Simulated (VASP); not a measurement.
A run of VASP 6.6.1:

File INCAR:

```
ALGO     = Normal         # electronic algorithm
EDIFF    = 1E-6           # SCF threshold, eV
ENCUT    = 520            # plane-wave cutoff, eV
GGA      = PE             # functional
ISIF     = 2              # what is computed and relaxed
ISMEAR   = -1             # smearing method
LASPH    = True           # aspherical terms in the spheres
LCHARG   = True           # write CHGCAR
LELF     = True           # ELF
LREAL    = False          # projectors in reciprocal space
LVHAR    = True         
LWAVE    = False          # write WAVECAR
NBANDS   = 16             # bands
NELM     = 100            # most SCF steps
PREC     = Accurate       # precision mode
SIGMA    = 0.02           # smearing width, eV
```

File KPOINTS:

```
k-points
0
Gamma
  6 6 6
```

File POSCAR:

```
InSb
1.0
    0.0000000000      3.3516214066      3.3516214066
    3.3516214066      0.0000000000      3.3516214066
    3.3516214066      3.3516214066      0.0000000000
In Sb
1 1
Direct
    0.0000000000      0.0000000000      0.0000000000
    0.2500000000      0.2500000000      0.2500000000
```

Potentials or basis: VASP PAW PBE potentials, release 64 (In_d, Sb).

The run is started by

```bash
$ cat potpaw_PBE.64/In_d/POTCAR potpaw_PBE.64/Sb/POTCAR > POTCAR
$ mpirun -np 1 vasp_std > vasp.out
```

Hardware: 1 thread of Intel(R) Xeon(R) Platinum 8488C (Sapphire Rapids) (shared host).

Q: Estimate the wall time of this run.

A: Wall time 16 s on 1 thread of Intel(R) Xeon(R) Platinum 8488C (Sapphire Rapids) (shared host), peak memory 0.21 GiB. Counts: scf iterations 12, k points 16.
